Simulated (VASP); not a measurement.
Set up this calculation in VASP 6.6.1, as the native input.

| Item | Value |
| --- | --- |
| Task | single point |
| Functional | PBEsol |
| Potentials or basis | VASP PAW PBE potentials, release 64 (Al, Ga_d, O) |
| Cutoff | 700 eV |
| k mesh | 1 × 1 × 1, shifted |
| Occupations | fermi-dirac, width 0.05 eV |
| Spin | no spin polarisation |
| Dipole correction | no |
| Further INCAR settings | LREAL = Auto; ALGO = Normal; EDIFF = 1e-06; NBANDS = 504; ISYM = -1 |

The structure of Al3Ga5O12 lies in POSCAR:

```
Al3Ga5O12
1.0
   12.1092663613      0.0000000000     -0.0099718412
    0.0000000000      8.9950249545      0.0000000000
   -2.7410037879      0.0000000000     11.1573486182
Al Ga O
18 30 72
Direct
    0.4118000000      0.1682530000      0.1027710000
    0.4096880000      0.8334550000      0.6015800000
    0.1583530000      0.5022580000      0.1563710000
    0.1582760000      0.8316250000      0.1577280000
    0.0902260000      0.9986460000      0.8976190000
    0.0916000000      0.3345860000      0.8978700000
    0.0896290000      0.6656260000      0.3957840000
    0.0917520000      0.6669630000      0.9000770000
    0.9124150000      0.6658350000      0.1046720000
    0.6580630000      0.3348230000      0.1603380000
    0.6585730000      0.3340840000      0.6578050000
    0.6598540000      0.6648710000      0.1568240000
    0.6571210000      0.6662620000      0.6608540000
    0.3418560000      0.9990620000      0.3396720000
    0.3407020000      0.3326240000      0.8433630000
    0.5898470000      0.1676180000      0.3970060000
    0.5925120000      0.8313510000      0.8980160000
    0.8403070000      0.5012810000      0.3366930000
    0.4083360000      0.1666740000      0.6006290000
    0.4118100000      0.4981460000      0.1032190000
    0.4124830000      0.5011220000      0.6044580000
    0.4108490000      0.8327710000      0.1042250000
    0.1602920000      0.1666910000      0.1526940000
    0.1590400000      0.1673240000      0.6604670000
    0.1595350000      0.5012050000      0.6581040000
    0.1597880000      0.8317830000      0.6576230000
    0.0930680000      0.9989800000      0.3969160000
    0.0894470000      0.3365310000      0.3962350000
    0.9121950000      0.9975810000      0.1031920000
    0.9078890000      0.9997590000      0.6009230000
    0.9106850000      0.3366710000      0.1039230000
    0.9065960000      0.3351140000      0.5993040000
    0.9056890000      0.6657400000      0.5989980000
    0.6577010000      0.9987680000      0.1534580000
    0.6569330000      0.0014220000      0.6557500000
    0.3434420000      0.0017490000      0.8451570000
    0.3415420000      0.3333670000      0.3415090000
    0.3398020000      0.6687320000      0.3441380000
    0.3426440000      0.6657300000      0.8433860000
    0.5906510000      0.1683160000      0.8980900000
    0.5943680000      0.4995560000      0.3992410000
    0.5904140000      0.4994910000      0.8989030000
    0.5905510000      0.8345060000      0.3977450000
    0.8387820000      0.1687770000      0.3419940000
    0.8437650000      0.1674510000      0.8421660000
    0.8437910000      0.5014490000      0.8424740000
    0.8410020000      0.8314100000      0.3408440000
    0.8427410000      0.8312110000      0.8435990000
    0.3340920000      0.1610090000      0.4409410000
    0.3401790000      0.1725670000      0.9496490000
    0.3336900000      0.4998170000      0.4465380000
    0.3366210000      0.4947870000      0.9448430000
    0.3407200000      0.8405420000      0.4472190000
    0.3332010000      0.8330360000      0.9463280000
    0.3289110000      0.1612300000      0.2142490000
    0.3292280000      0.1715660000      0.7225820000
    0.3223120000      0.5013050000      0.2150810000
    0.3284090000      0.4953280000      0.7213570000
    0.3239070000      0.8373730000      0.2182510000
    0.3289410000      0.8322110000      0.7149190000
    0.0028180000      0.1662710000      0.3718910000
    0.0107980000      0.1670920000      0.8746130000
    0.0008820000      0.5064390000      0.3706160000
    0.0101740000      0.5006130000      0.8726080000
    0.0055420000      0.8284430000      0.3733790000
    0.0090640000      0.8324370000      0.8722500000
    0.1584780000      0.9923700000      0.0518460000
    0.1676330000      0.0010490000      0.5559390000
    0.1605180000      0.3404680000      0.0519000000
    0.1662200000      0.3334180000      0.5548130000
    0.1601870000      0.6675870000      0.0552590000
    0.1633750000      0.6658270000      0.5491030000
    0.8288110000      0.9991950000      0.4439050000
    0.8340930000      0.9999760000      0.9455970000
    0.8339370000      0.3421650000      0.4409200000
    0.8358150000      0.3345190000      0.9451840000
    0.8320390000      0.6601650000      0.4400070000
    0.8410480000      0.6655410000      0.9512220000
    0.1765200000      0.9941320000      0.2801120000
    0.1724960000      0.0004890000      0.7858810000
    0.1719770000      0.3389900000      0.2777700000
    0.1759720000      0.3325280000      0.7883600000
    0.1696490000      0.6677670000      0.2811490000
    0.1718790000      0.6668120000      0.7849590000
    0.8259850000      0.9993080000      0.2179270000
    0.8260860000      0.0001450000      0.7191700000
    0.8240660000      0.3396970000      0.2179750000
    0.8229010000      0.3336590000      0.7157410000
    0.8258630000      0.6607610000      0.2125610000
    0.8229740000      0.6662860000      0.7171580000
    0.4947400000      0.0051650000      0.1264870000
    0.4938020000      0.9954960000      0.6288280000
    0.4988730000      0.3279710000      0.1309630000
    0.5002080000      0.3324420000      0.6275560000
    0.5008780000      0.6660490000      0.1292660000
    0.4972270000      0.6732820000      0.6276490000
    0.5034570000      0.0058060000      0.3710080000
    0.5086470000      0.9940620000      0.8751510000
    0.5056680000      0.3300960000      0.3721430000
    0.4989780000      0.3337250000      0.8705530000
    0.5029380000      0.6655920000      0.3702310000
    0.5060190000      0.6715710000      0.8727970000
    0.6658910000      0.1741010000      0.0572720000
    0.6609550000      0.1726320000      0.5511380000
    0.6613810000      0.4980060000      0.0585380000
    0.6627350000      0.5014620000      0.5599450000
    0.6626840000      0.8261290000      0.0518280000
    0.6650410000      0.8277180000      0.5571980000
    0.6700310000      0.1734430000      0.2829260000
    0.6716710000      0.1725360000      0.7785040000
    0.6747650000      0.5007890000      0.2785900000
    0.6708160000      0.5004530000      0.7785820000
    0.6713960000      0.8273070000      0.2771080000
    0.6714950000      0.8262210000      0.7839690000
    0.9974050000      0.1673840000      0.1303410000
    0.9951130000      0.1677950000      0.6274300000
    0.9990720000      0.5056540000      0.1295520000
    0.9964790000      0.5005620000      0.6294690000
    0.9982080000      0.8271940000      0.1307880000
    0.9954070000      0.8322710000      0.6262270000
```

These files were run (other wordings do the same):

INCAR

```
PREC = Accurate
ENCUT = 700
EDIFF = 1E-6
ISMEAR = -1
SIGMA = 0.05
LREAL = Auto
LASPH = True
NELM = 120
ALGO = Normal
ISIF = 2
LWAVE = False
LCHARG = True
GGA = PS
LELF = True
LVHAR = True
ISYM = -1
NBANDS = 504
GGA_COMPAT = False
KPAR = 1
```

KPOINTS

```
explicit points
1
Reciprocal
  0.25000000   0.25000000   0.25000000 1
```

Potentials or basis: VASP PAW PBE potentials, release 64 (Al, Ga_d, O).

Launch:

```bash
$ cat potpaw_PBE.64/Al/POTCAR potpaw_PBE.64/Ga_d/POTCAR potpaw_PBE.64/O/POTCAR > POTCAR
$ mpirun -np 4 vasp_std > vasp.out
```

Results of the run:

```
Pressure               : 0.0 GPa
Largest force          : 0.030 eV/Å
Band gap on the k mesh : 3.73 eV
```

Caveat: the PAW data sets were made with another functional, which shifts forces and pressure a little; a shifted mesh leaves out Γ, where band edges can lie.

Run time: 12 min on 4 MPI ranks on Intel(R) Xeon(R) Platinum 8488C (Sapphire Rapids) (shared host), peak memory 0.73 GiB a rank.
